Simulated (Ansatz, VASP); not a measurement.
**Two plane-wave programs on ZnS**

INCAR

```
PREC = Accurate
ENCUT = 520
EDIFF = 1E-7
ISMEAR = 0
SIGMA = 0.02
LREAL = False
LASPH = True
NELM = 60
ALGO = Normal
ISIF = 2
LWAVE = False
LCHARG = False
GGA = PE
NBANDS = 66
```

KPOINTS

```
Automatic mesh
0
Gamma
  12 12 2
```

POSCAR

```
ZnS
1.0
    3.8120000000      0.0000000000      0.0000000000
   -1.9060000000      3.3012888392      0.0000000000
    0.0000000000      0.0000000000     18.6899900000
Zn S
6 6
Direct
    0.0000000000      0.0000000000      0.0000000000
    0.0000000000      0.0000000000      0.5000000000
    0.3333333333      0.6666666667      0.1666700000
    0.6666666667      0.3333333333      0.6666700000
    0.6666666667      0.3333333333      0.3333300000
    0.3333333333      0.6666666667      0.8333300000
    0.0000000000      0.0000000000      0.1250000000
    0.0000000000      0.0000000000      0.6250000000
    0.3333333333      0.6666666667      0.2916700000
    0.6666666667      0.3333333333      0.7916700000
    0.6666666667      0.3333333333      0.4583300000
    0.3333333333      0.6666666667      0.9583300000
```

Input for Ansatz:

```yaml
crystal:
  lattice:
    - [3.812, 0.0, 0.0]
    - [-1.906, 3.3012888392, 0.0]
    - [0.0, 0.0, 18.68999]
  atoms:
    - { symbol: Zn, position: [0.0, 0.0, 0.0] }
    - { symbol: Zn, position: [0.0, 0.0, 0.5] }
    - { symbol: Zn, position: [0.3333333333, 0.6666666667, 0.16667] }
    - { symbol: Zn, position: [0.6666666667, 0.3333333333, 0.66667] }
    - { symbol: Zn, position: [0.6666666667, 0.3333333333, 0.33333] }
    - { symbol: Zn, position: [0.3333333333, 0.6666666667, 0.83333] }
    - { symbol: S, position: [0.0, 0.0, 0.125] }
    - { symbol: S, position: [0.0, 0.0, 0.625] }
    - { symbol: S, position: [0.3333333333, 0.6666666667, 0.29167] }
    - { symbol: S, position: [0.6666666667, 0.3333333333, 0.79167] }
    - { symbol: S, position: [0.6666666667, 0.3333333333, 0.45833] }
    - { symbol: S, position: [0.3333333333, 0.6666666667, 0.95833] }
basis:
  ecutwfc: 420
kpoints:
  mp_grid: { grid: [12, 12, 2] }
hamiltonian:
  xc: pbe
scf:
  occupations: { method: gaussian, width: 0.02 }
output:
  forces: true
  stress: true
  eigenvalues: true
  populations: true
```

Alike in both runs: task single point; functional PBE; k mesh 12 × 12 × 2; occupations gaussian, width 0.02 eV; no spin polarisation.

```csv
,VASP,Ansatz
version,VASP 6.6.1,Ansatz 0.2.0
potentials or method,"VASP PAW PBE potentials, release 64 (Zn, S), cutoff 520 eV","scalar-relativistic, plane waves, PAW"
valence electrons in the cell,108,108
```

Ansatz gave:

```
gap on the k mesh at the Fermi level (eV) : 2.16
least direct gap on the mesh (eV)         : 2.16
pressure (GPa)                            : 2.1
rms of the force components (eV/Å)        : 0.010
```

Q: Which values does VASP return?

A: gap on the k mesh at the Fermi level (eV): 2.17; least direct gap on the mesh (eV): 2.17; pressure (GPa): 2.3; rms of the force components (eV/Å): 0.010.

Atom by atom the forces differ by 0.001 eV/Å (rms over components).
